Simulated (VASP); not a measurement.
# Al (P6_3/mmc) in VASP: a series of runs, part 2 of 3

VASP 6.6.1. The steps go on from the part before.

**5. Single point, PBE+D3(BJ) (biaxial strain in the a-b plane: +3.0 %, then relaxed in part)**

The input, INCAR:

```
SYSTEM = Al
PREC = Accurate ; ENCUT = 520
EDIFF = 1E-6 ; ISMEAR = 0
SIGMA = 0.1 ; LREAL = .False.
LASPH = .True. ; NELM = 100
ALGO = Fast ; ISIF = 2
LWAVE = .False. ; LCHARG = .True.
GGA = PE ; IVDW = 12
LELF = .True. ; LVHAR = .True.
NBANDS = 14
```

The input, KPOINTS:

```
regular mesh
0
Gamma
  24 24 6
  0 0 0
```

The input, POSCAR:

```
Al
1.0
    2.8992215840      0.0000000000      0.0000000000
   -1.4496107920      2.5107995429      0.0000000000
    0.0000000000      0.0000000000      9.0134912836
Al
4
Direct
    0.0000000000      0.0000000000      0.0000000000
    0.3333333333      0.6666666667      0.2500000000
    0.0000000000      0.0000000000      0.5000000000
    0.6666666667      0.3333333333      0.7500000000
```

Potentials or basis: VASP PAW PBE potentials, release 64 (Al).

The run is started by

```bash
$ cat potpaw_PBE.64/Al/POTCAR > POTCAR
$ mpirun -np 1 vasp_std > vasp.out
```

OUTCAR:

```text
SYSTEM = Al
   PREC = Accurate
   ENCUT = 520
   EDIFF = 1E-6
   ISMEAR = 0
   LREAL = .False.
   LASPH = .True.
   NELM = 100
   ISIF = 2
   GGA = PE
   IVDW = 12
 IVDW          = 12

 ion  position               nearest neighbor table
   1  0.000  0.000  0.000-   2 2.81   4 2.81   2 2.81   4 2.81   4 2.81   2 2.81
   2  0.333  0.667  0.250-   1 2.81   3 2.81   1 2.81   3 2.81   1 2.81   3 2.81
   3  0.000  0.000  0.500-   2 2.81   4 2.81   2 2.81   4 2.81   4 2.81   2 2.81
   4  0.667  0.333  0.750-   1 2.81   3 2.81   1 2.81   3 2.81   1 2.81   3 2.81

  LATTYP: Found a hexagonal cell.
 ALAT       =     2.8992215840
 C/A-ratio  =     3.1089349408

  Lattice vectors:

 A1 = (   2.8992215840,   0.0000000000,   0.0000000000)
 A2 = (  -1.4496107920,   2.5107995429,   0.0000000000)
 A3 = (   0.0000000000,   0.0000000000,   9.0134912836)

Analysis of symmetry for initial positions (statically):
=====================================================================
 Subroutine PRICEL returns:
 Original cell was already a primitive cell.

 Routine SETGRP: Setting up the symmetry group for a
 hexagonal supercell.

 Subroutine GETGRP returns: Found 24 space group operations
 (whereof 12 operations were pure point group operations)
 out of a pool of 24 trial point group operations.

The static configuration has the point symmetry D_3d.
 The point group associated with its full space group is D_6h.

Analysis of symmetry for dynamics (positions and initial velocities):
=====================================================================
 Subroutine PRICEL returns:
 Original cell was already a primitive cell.

 Routine SETGRP: Setting up the symmetry group for a
 hexagonal supercell.

 Subroutine GETGRP returns: Found 24 space group operations
 (whereof 12 operations were pure point group operations)
 out of a pool of 24 trial point group operations.

The dynamic configuration has the point symmetry D_3d.
 The point group associated with its full space group is D_6h.

 Subroutine INISYM returns: Found 24 space group operations
 (whereof 12 operations are pure point group operations),
 and found     1 'primitive' translations

----------------------------------------------------------------------------------------

                                     Primitive cell

  volume of cell :      65.6125

  direct lattice vectors                    reciprocal lattice vectors
     2.899221584  0.000000000  0.000000000     0.344920169  0.199139753  0.000000000
    -1.449610792  2.510799543  0.000000000     0.000000000  0.398279505  0.000000000
     0.000000000  0.000000000  9.013491284     0.000000000  0.000000000  0.110944801

  length of vectors
     2.899221584  2.899221584  9.013491284     0.398279505  0.398279505  0.110944801

  position of ions in fractional coordinates (direct lattice)
     0.000000000  0.000000000  0.000000000
     0.333333333  0.666666667  0.250000000
     0.000000000  0.000000000  0.500000000
     0.666666667  0.333333333  0.750000000

  ion indices of the primitive-cell ions
   primitive index   ion index
                 1           1
                 2           2
                 3           3
                 4           4

----------------------------------------------------------------------------------------

[... 56 lines left out ...]
   ions per type =               4
   NGX,Y,Z   is equivalent  to a cutoff of  13.76, 13.76, 12.91 a.u.
   NGXF,Y,Z  is equivalent  to a cutoff of  27.52, 27.52, 25.82 a.u.
 SYSTEM =  Al
   PREC   = accura    normal or accurate (medium, high low for compatibility)
   ISTART =      0    job   : 0-new  1-cont  2-samecut
   ICHARG =      2    charge: 1-file 2-atom 10-const
   ISPIN  =      1    spin polarized calculation?
   LNONCOLLINEAR =      F non collinear calculations
   LSORBIT =      F    spin-orbit coupling
   LASPH  =      T    aspherical Exc in radial PAW
   ENCUT  =  520.0 eV  38.22 Ry    6.18 a.u.   5.39  5.39 16.76*2*pi/ulx,y,z
   NELM   =    100;   NELMIN=  2; NELMDL= -5     # of ELM steps
   EDIFF  = 0.1E-05   stopping-criterion for ELM
   LREAL  =      F    real-space projection
   EDIFFG = 0.1E-04   stopping-criterion for IOM
   NSW    =      0    number of steps for IOM
   IBRION =     -1    ionic relax: 0-MD 1-quasi-New 2-CG
   NFREE  =      0    steps in history (QN), initial steepest desc. (CG)
   ISIF   =      2    stress and relaxation
   ISYM   =      2    0-nonsym 1-usesym 2-fastsym
   POTIM  = 0.5000    time-step for ionic-motion
   TEBEG  =    0.0;   TEEND  =   0.0 temperature during run
   PSTRESS=    0.0 pullay stress
   NELECT =      12.0000    total number of electrons
   NUPDOWN=      -1.0000    fix difference up-down
   EMIN   =  10.00;   EMAX   =-10.00  energy-range for DOS
   EFERMI =   0.00;   METHOD = LEGACY
   ISMEAR =     0;   SIGMA  =   0.10  broadening in eV -4-tet -1-fermi 0-gaus
   EFERMI_NEDOS =   21; number of points for ismear=-14 and -15
   IALGO  =     68    algorithm
   IMIX   =      4    mixing-type and parameters
     AMIX     =   0.40;   BMIX     =  1.00
     AMIX_MAG =   1.60;   BMIX_MAG =  1.00
  volume/ion in A,a.u.               =      16.40       110.69
  Fermi-wavevector in a.u.,A,eV,Ry     =   0.929265  1.756057 11.749095  0.863534
  Thomas-Fermi vector in A             =   2.055530
   LORBIT       =      0    0 simple, 1 ext, 2 COOP (PROOUT), +10 PAW based schemes
   GGA     = PE    functional components
   LHFCALC =     F    Hartree Fock is set to
   AEXX    =    0.0000 exact exchange contribution
   IVDW    =    12    specifies the selected vdW correction
   LEPSILON=     F    determine dielectric tensor
   LRPA    =     F    only Hartree local field effects (RPA)
 non-spin polarized calculation
 RMM-DIIS sequential band-by-band and
 Gauss-broadening in eV      SIGMA  =   0.10
  energy-cutoff  :      520.00
  volume of cell :       65.61
 maximum number of plane-waves:      1810
 NGX is ok and might be reduce to    24
   NGX = 11   NGY = 11   NGZ = 33

 number of electron      12.0000000 magnetization

 Free energy of the ion-electron system (eV)
  ---------------------------------------------------
  ext. energy  EPLUGINS =         0.00000000
  ---------------------------------------------------
  free energy    TOTEN  =       -14.90211244 eV

  energy without entropy =      -14.89433424  energy(sigma->0) =      -14.89822334

 E-fermi :   8.0622     XC(G=0): -10.2176

 val. band max:        8.0557447304   @ k =   0.2500   0.1250   0.0000
 cond. band min:       8.0936549514   @ k =   0.4167   0.0417   0.5000
 fundamental gap:      0.0379102210
 Fermi energy:         8.0621618078

 k-point     1 :       0.0000    0.0000    0.0000
  band No.  band energies     occupation
      1      -3.1168      2.00000
      2      -1.3069      2.00000
      3      -1.3057      2.00000
      4       3.7255      2.00000
      5       4.2886      2.00000
      6      12.4498      0.00000
      7      12.4727      0.00000
      8      17.9927      0.00000
      9      17.9927      0.00000
     10      18.2605      0.00000
     11      18.2605      0.00000
     12      19.3698      0.00000
     13      19.3711      0.00000
     14      19.6167      0.00000
[... 377 lines left out ...]
      1       2.1947      2.00000
      2       3.1402      2.00000
      3       3.8497      2.00000
      4       3.9046      2.00000
      5       4.9245      2.00000
      6       5.0102      2.00000
      7       8.7239      0.00000
      8       9.5200      0.00000
      9       9.7357      0.00000
     10      10.3958      0.00000
     11      12.4282      0.00000
     12      13.8954      0.00000
     13      14.0071      0.00000
     14      15.2242      0.00000

 [... further k-points ...]

------------------------ aborting loop because EDIFF is reached ----------------------------------------

 Edisp (eV)   -1.35360

 E8    (eV) :    -0.6053

  FORCE on cell =-STRESS in cart. coord.  units (eV):
  Direction    XX          YY          ZZ          XY          YZ          ZX
  --------------------------------------------------------------------------------------
  -------------------------------------------------------------------------------------
  Total      -1.53308    -1.53308    -0.01426     0.00000     0.00000     0.00000
  in kB     -37.43595   -37.43595    -0.34821     0.00000     0.00000     0.00000
  external pressure =      -25.07 kB  Pullay stress =        0.00 kB

 VOLUME and BASIS-vectors are now :
 -----------------------------------------------------------------------------
  energy-cutoff  :      520.00
  volume of cell :       65.61
      direct lattice vectors                 reciprocal lattice vectors
     2.899221584  0.000000000  0.000000000     0.344920169  0.199139753  0.000000000
    -1.449610792  2.510799543  0.000000000     0.000000000  0.398279505  0.000000000
     0.000000000  0.000000000  9.013491284     0.000000000  0.000000000  0.110944801

 POSITION                                       TOTAL-FORCE (eV/Angst)
 -----------------------------------------------------------------------------------
      0.00000      0.00000      0.00000         0.000000      0.000000      0.000000
     -0.00000      1.67387      2.25337        -0.000000      0.000000     -0.000000
      0.00000      0.00000      4.50675         0.000000      0.000000      0.000000
      1.44961      0.83693      6.76012        -0.000000     -0.000000      0.000000
 -----------------------------------------------------------------------------------
    total drift:                               -0.000000      0.000000      0.000000

  FREE ENERGIE OF THE ION-ELECTRON SYSTEM (eV)
  ---------------------------------------------------
  free  energy   TOTEN  =       -16.2557111239 eV

  energy  without entropy=      -16.2479329218  energy(sigma->0) =      -16.25182202
```

stdout:

```text
POSCAR found type information on POSCAR Al
 POSCAR found :  1 types and       4 ions
 scaLAPACK will be used
 LDA part: xc-table for (Slater+PW92), standard interpolation
 POSCAR, INCAR and KPOINTS ok, starting setup
 FFT: planning ... GRIDC
 FFT: planning ... GRID_SOFT
 FFT: planning ... GRID
 WAVECAR not read
 entering main loop
```

Wall time 3.7 min (1 thread of Intel Xeon Platinum 8375C at 2.90GHz (Ice Lake), shared host); peak memory 0.31 GiB.

What came out:

* Free energy: -16.2557 eV
* Pressure: -2.5 GPa
* Band gap on the k mesh: zero (bands 6 and 7 overlap by 6.30 eV)
* Dispersion energy per atom: -0.338 eV

Levels at points of the mesh, in eV from the Fermi level:
```
           k point  band 3  band 4  band 5  band 6  band 7  band 8  band 9  band 10
(0.00, 0.00, 0.00)   -9.37   -4.34   -3.77    4.39    4.41    9.93    9.93    10.20
(0.50, 0.00, 0.00)   -4.02   -3.90   -3.47   -3.32    0.89    1.37    1.76     2.01
(0.00, 0.00, 0.50)   -7.14   -7.14   -0.18   -0.18    9.49    9.49   10.26    10.26
(0.50, 0.00, 0.50)   -4.92   -4.92   -1.82   -1.82   -1.14   -1.14    5.00     5.00
```

Caveat: the cell differs from its parent crystal (biaxial strain in the a-b plane: +3.0 %, then relaxed in part).

(Part 2 of 3 ends here.)
